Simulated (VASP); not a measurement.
# Ir (I4/mmm) in VASP: a series of runs, part 2 of 2

VASP 6.6.1. The steps go on from the part before.

### Step 4. Single point, LDA

This run uses another cell than the first one, of the same volume but with other edges.

INCAR reads:

```
PREC = Accurate
ENCUT = 500
EDIFF = 1E-6
ISMEAR = 0
SIGMA = 0.15
LREAL = False
LASPH = True
NELM = 120
ALGO = Normal
ISIF = 2
LWAVE = False
LCHARG = True
LELF = True
LVHAR = True
NBANDS = 14
GGA_COMPAT = False
```

KPOINTS reads:

```
regular mesh
0
Gamma
  8 8 8
```

POSCAR reads:

```
Ir
1.0
    0.0000000000      2.2161317680      1.4404856492
    2.2161317680      0.0000000000      1.4404856492
    2.2161317680      2.2161317680      0.0000000000
Ir
1
Direct
    0.0000000000      0.0000000000      0.0000000000
```

Potentials or basis: VASP PAW LDA potentials, release 64 (Ir_sv_GW).

The run is started by

```bash
> cat potpaw_LDA.64/Ir_sv_GW/POTCAR > POTCAR
> mpirun -np 1 vasp_std > vasp.out
```

OUTCAR:

```text
PREC = Accurate
   ENCUT = 500
   EDIFF = 1E-6
   ISMEAR = 0
   LREAL = False
   LASPH = True
   NELM = 120
   ISIF = 2

 ion  position               nearest neighbor table
   1  0.000  0.000  0.000-

  LATTYP: Found a body centered tetragonal cell.
 ALAT       =     3.1340836023
 C/A-ratio  =     0.9192388155

  Lattice vectors:

 A1 = (   0.0000000000,  -2.2161317680,  -1.4404856492)
 A2 = (   0.0000000000,   2.2161317680,  -1.4404856492)
 A3 = (   2.2161317680,   0.0000000000,   1.4404856492)

Analysis of symmetry for initial positions (statically):
=====================================================================
 Subroutine PRICEL returns:
 Original cell was already a primitive cell.

 Routine SETGRP: Setting up the symmetry group for a
 body centered tetragonal supercell.

 Subroutine GETGRP returns: Found 16 space group operations
 (whereof 16 operations were pure point group operations)
 out of a pool of 16 trial point group operations.

The static configuration has the point symmetry D_4h.

Analysis of symmetry for dynamics (positions and initial velocities):
=====================================================================
 Subroutine PRICEL returns:
 Original cell was already a primitive cell.

 Routine SETGRP: Setting up the symmetry group for a
 body centered tetragonal supercell.

 Subroutine GETGRP returns: Found 16 space group operations
 (whereof 16 operations were pure point group operations)
 out of a pool of 16 trial point group operations.

The dynamic configuration has the point symmetry D_4h.

 Subroutine INISYM returns: Found 16 space group operations
 (whereof 16 operations are pure point group operations),
 and found     1 'primitive' translations

----------------------------------------------------------------------------------------

                                     Primitive cell

  volume of cell :      14.1491

  direct lattice vectors                    reciprocal lattice vectors
     0.000000000  2.216131768  1.440485649    -0.225618353  0.225618353  0.347105159
     2.216131768  0.000000000  1.440485649     0.225618353 -0.225618353  0.347105159
     2.216131768  2.216131768  0.000000000     0.225618353  0.225618353 -0.347105159

  length of vectors
     2.643149432  2.643149432  3.134083602     0.471475634  0.471475634  0.471475634

  position of ions in fractional coordinates (direct lattice)
     0.000000000  0.000000000  0.000000000

  ion indices of the primitive-cell ions
   primitive index   ion index
                 1           1

----------------------------------------------------------------------------------------

 KPOINTS: regular mesh

Automatic generation of k-mesh.
 Grid dimensions read from file:
 generate k-points for:    8    8    8

 Generating k-lattice:

  Cartesian coordinates                     Fractional coordinates (reciprocal lattice)
    -0.028202294  0.028202294  0.043388145     0.125000000 -0.000000000  0.000000000
     0.028202294 -0.028202294  0.043388145    -0.000000000  0.125000000  0.000000000
     0.028202294  0.028202294 -0.043388145     0.000000000  0.000000000  0.125000000

  Length of vectors
     0.058934454  0.058934454  0.058934454

  Shift w.r.t. Gamma in fractional coordinates (k-lattice)
     0.000000000  0.000000000  0.000000000

 Subroutine IBZKPT returns following result:
 ===========================================

 Found     59 irreducible k-points:

 Following reciprocal coordinates:
            Coordinates               Weight
  0.000000  0.000000  0.000000      1.000000
  0.125000  0.000000  0.000000      8.000000
  0.250000  0.000000  0.000000      8.000000
  0.375000  0.000000  0.000000      8.000000
  0.500000  0.000000  0.000000      4.000000
  0.125000  0.125000  0.000000      2.000000
[... 16 lines left out ...]
  0.250000  0.000000  0.125000     16.000000
  0.375000  0.000000  0.125000     16.000000
 [... further k-points ...]
   k-points           NKPTS =     59   k-points in BZ     NKDIM =     59   number of bands    NBANDS=     14
   number of dos      NEDOS =    301   number of ions     NIONS =      1
   total plane-waves  NPLWV =   9600
   dimension x,y,z NGX =    20 NGY =   20 NGZ =   24
   dimension x,y,z NGXF=    40 NGYF=   40 NGZF=   48
   ions per type =               1
   NGX,Y,Z   is equivalent  to a cutoff of  12.58, 12.58, 12.73 a.u.
   NGXF,Y,Z  is equivalent  to a cutoff of  25.16, 25.16, 25.46 a.u.
 SYSTEM =  unknown system
   PREC   = accura    normal or accurate (medium, high low for compatibility)
   ISTART =      0    job   : 0-new  1-cont  2-samecut
   ICHARG =      2    charge: 1-file 2-atom 10-const
   ISPIN  =      1    spin polarized calculation?
   LNONCOLLINEAR =      F non collinear calculations
   LSORBIT =      F    spin-orbit coupling
   LASPH  =      T    aspherical Exc in radial PAW
   ENCUT  =  500.0 eV  36.75 Ry    6.06 a.u.   4.82  4.82  5.71*2*pi/ulx,y,z
   NELM   =    120;   NELMIN=  2; NELMDL= -5     # of ELM steps
   EDIFF  = 0.1E-05   stopping-criterion for ELM
   LREAL  =      F    real-space projection
   EDIFFG = 0.1E-04   stopping-criterion for IOM
   NSW    =      0    number of steps for IOM
   IBRION =     -1    ionic relax: 0-MD 1-quasi-New 2-CG
   NFREE  =      0    steps in history (QN), initial steepest desc. (CG)
   ISIF   =      2    stress and relaxation
   ISYM   =      2    0-nonsym 1-usesym 2-fastsym
   POTIM  = 0.5000    time-step for ionic-motion
   TEBEG  =    0.0;   TEEND  =   0.0 temperature during run
   PSTRESS=    0.0 pullay stress
   NELECT =      17.0000    total number of electrons
   NUPDOWN=      -1.0000    fix difference up-down
   EMIN   =  10.00;   EMAX   =-10.00  energy-range for DOS
   EFERMI =   0.00;   METHOD = LEGACY
   ISMEAR =     0;   SIGMA  =   0.15  broadening in eV -4-tet -1-fermi 0-gaus
   EFERMI_NEDOS =   21; number of points for ismear=-14 and -15
   IALGO  =     38    algorithm
   IMIX   =      4    mixing-type and parameters
     AMIX     =   0.40;   BMIX     =  1.00
     AMIX_MAG =   1.60;   BMIX_MAG =  1.00
  volume/ion in A,a.u.               =      14.15        95.48
  Fermi-wavevector in a.u.,A,eV,Ry     =   1.740395  3.288869 41.211694  3.028974
  Thomas-Fermi vector in A             =   2.813052
   LORBIT       =      0    0 simple, 1 ext, 2 COOP (PROOUT), +10 PAW based schemes
   GGA     = CA    functional components
   LHFCALC =     F    Hartree Fock is set to
   AEXX    =    0.0000 exact exchange contribution
   IVDW    =     0    specifies the selected vdW correction
   LEPSILON=     F    determine dielectric tensor
   LRPA    =     F    only Hartree local field effects (RPA)
 non-spin polarized calculation
 Gauss-broadening in eV      SIGMA  =   0.15
  energy-cutoff  :      500.00
  volume of cell :       14.15
 maximum number of plane-waves:       367
   NGX =  9   NGY =  9   NGZ = 11

 number of electron      17.0000000 magnetization

 Free energy of the ion-electron system (eV)
  ---------------------------------------------------
  ext. energy  EPLUGINS =         0.00000000
  ---------------------------------------------------
  free energy    TOTEN  =       -10.33222310 eV

  energy without entropy =      -10.31427176  energy(sigma->0) =      -10.32324743

 E-fermi :  12.4165     XC(G=0): -14.7682

 val. band max:       12.4151622374   @ k =   0.3750   0.2500   0.1250
 cond. band min:      12.4245479614   @ k =   0.1250   0.0000   0.1250
 fundamental gap:      0.0093857240
 Fermi energy:        12.4164674265

 k-point     1 :       0.0000    0.0000    0.0000
  band No.  band energies     occupation
      1     -79.6813      2.00000
      2     -36.5151      2.00000
      3     -36.3134      2.00000
      4     -36.3134      2.00000
      5       1.5801      2.00000
      6       8.0853      2.00000
      7       9.0169      2.00000
      8       9.0169      2.00000
      9      10.9809      2.00000
     10      12.5251      0.30570
     11      28.0620      0.00000
     12      28.0620      0.00000
     13      29.9861      0.00000
     14      40.1856      0.00000
[... 375 lines left out ...]
 k-point    24 :       0.3750    0.0000    0.1250
  band No.  band energies     occupation
      1     -79.6250      2.00000
      2     -36.9912      2.00000
      3     -36.5682      2.00000
      4     -36.4179      2.00000
      5       5.0750      2.00000
      6       7.1674      2.00000
      7       8.4105      2.00000
      8      11.3095      2.00000
      9      12.1263      1.99378
     10      13.2926      0.00000
     11      25.7218      0.00000
     12      28.2180      0.00000
     13      30.6897      0.00000
     14      33.4164      0.00000

 [... further k-points ...]

------------------------ aborting loop because EDIFF is reached ----------------------------------------

  FORCE on cell =-STRESS in cart. coord.  units (eV):
  Direction    XX          YY          ZZ          XY          YZ          ZX
  --------------------------------------------------------------------------------------
  -------------------------------------------------------------------------------------
  Total        1.2827481      1.2827481     -2.2933174      0.0000000      0.0000000     -0.0000000
  in kB      145.2519160    145.2519160   -259.6836796      0.0000000      0.0000000     -0.0000000
  external PRESSURE =      10.2733842 kB  Pullay stress =       0.0000000 kB

 VOLUME and BASIS-vectors are now :
 -----------------------------------------------------------------------------
  energy-cutoff  :      500.00
  volume of cell :       14.15
      direct lattice vectors                 reciprocal lattice vectors
     0.000000000  2.216131768  1.440485649    -0.225618353  0.225618353  0.347105159
     2.216131768  0.000000000  1.440485649     0.225618353 -0.225618353  0.347105159
     2.216131768  2.216131768  0.000000000     0.225618353  0.225618353 -0.347105159

 POSITION                                       TOTAL-FORCE (eV/Angst)
 -----------------------------------------------------------------------------------
      0.00000      0.00000      0.00000         0.000000      0.000000      0.000000
 -----------------------------------------------------------------------------------
    total drift:                                0.000000     -0.000000     -0.000000

  FREE ENERGIE OF THE ION-ELECTRON SYSTEM (eV)
  ---------------------------------------------------
  free  energy   TOTEN  =       -10.3322230996 eV

  energy  without entropy=      -10.3142717605  energy(sigma->0) =      -10.32324743
```

OSZICAR:

```text
N       E                     dE             d eps       ncg     rms          rms(c)
DAV:   1     0.978922786626E+02    0.97892E+02   -0.11395E+04  1770   0.123E+03
DAV:   2    -0.100681797331E+02   -0.10796E+03   -0.10355E+03  2096   0.373E+02
DAV:   3    -0.114607837748E+02   -0.13926E+01   -0.13842E+01  1826   0.391E+01
DAV:   4    -0.114627394827E+02   -0.19557E-02   -0.19556E-02  2036   0.177E+00
DAV:   5    -0.114627435013E+02   -0.40186E-05   -0.40178E-05  1814   0.727E-02    0.719E+01
DAV:   6    -0.104316028071E+02    0.10311E+01   -0.13471E+00  1712   0.121E+01    0.384E+01
DAV:   7    -0.103508173213E+02    0.80785E-01   -0.36588E-01  1922   0.585E+00    0.722E+00
DAV:   8    -0.103325469798E+02    0.18270E-01   -0.69263E-02  1712   0.321E+00    0.463E-01
DAV:   9    -0.103323480298E+02    0.19895E-03   -0.79984E-04  1868   0.372E-01    0.261E-01
DAV:  10    -0.103322260368E+02    0.12199E-03   -0.22982E-04  1796   0.213E-01    0.123E-01
DAV:  11    -0.103322231166E+02    0.29203E-05   -0.91286E-06  1928   0.368E-02    0.118E-02
DAV:  12    -0.103322230996E+02    0.16944E-07   -0.18483E-07   976   0.554E-03
   1 F= -.10332223E+02 E0= -.10323247E+02  d E =-.179513E-01
```

stdout:

```text
POSCAR found type information on POSCAR Ir
 POSCAR found :  1 types and       1 ions
 scaLAPACK will be used
 LDA part: xc-table for (Slater(with rela. corr.)+CA(PZ))
 , standard interpolation
 POSCAR, INCAR and KPOINTS ok, starting setup
 FFT: planning ... GRIDC
 FFT: planning ... GRID_SOFT
 FFT: planning ... GRID
 WAVECAR not read
 entering main loop
```

Run time: 5 s. Hardware: 1 thread of Intel Xeon 6975P-C (Granite Rapids), shared host; peak memory 0.13 GiB.

What came out:

```yaml
Free_energy: -10.3322 eV
Pressure: 1.0 GPa
```

Levels at points of the mesh, in eV from the Fermi level:
| k point | band 4 | band 5 | band 6 | band 7 | band 8 | band 9 | band 10 | band 11 | band 12 | band 13 |
| --- | --- | --- | --- | --- | --- | --- | --- | --- | --- | --- |
| (0.00, 0.00, 0.00) | -48.73 | -10.84 | -4.33 | -3.40 | -3.40 | -1.44 | 0.11 | 15.65 | 15.65 | 17.57 |
| (0.50, 0.00, 0.00) | -48.84 | -7.73 | -5.97 | -0.65 | 0.16 | 0.47 | 2.35 | 8.59 | 12.46 | 16.13 |
| (0.50, 0.50, 0.00) | -49.36 | -7.41 | -7.29 | 1.48 | 1.48 | 1.88 | 7.10 | 7.10 | 9.75 | 14.98 |
| (0.50, 0.00, 0.50) | -48.70 | -7.86 | -4.96 | -1.68 | -0.44 | -0.30 | 2.17 | 7.81 | 13.19 | 18.22 |

Caveat: the k points lie up to 0.37 Å⁻¹ apart; spin-orbit coupling is left out, which moves the levels of the heavy elements.

### Step 5. Overview

```csv
cell,gap on the mesh (eV),pressure (GPa)
"a = 2.682, b = 2.682, c = 2.791 Å, angles 58.6, 58.6, 62.7°, 1 atom",none,-7.3
"a = 2.885, b = 2.885, c = 2.488 Å, angles 64.5, 64.5, 51.1°, 1 atom",none,8.4
"a = 2.643, b = 2.643, c = 3.134 Å, angles 53.6, 53.6, 72.7°, 1 atom",none,1.0
```

Alike in all rows: task single point; level LDA; potentials or basis VASP PAW LDA potentials, release 64 (Ir_sv_GW); no spin polarisation; k mesh 8 × 8 × 8; cutoff (eV) 500; smearing gaussian 0.15 eV.

Caveats: some runs use coarse meshes; spin-orbit coupling is left out, which moves the levels of the heavy elements.

Total energies depend on the potentials used, so only differences within one code and one set of settings carry meaning.
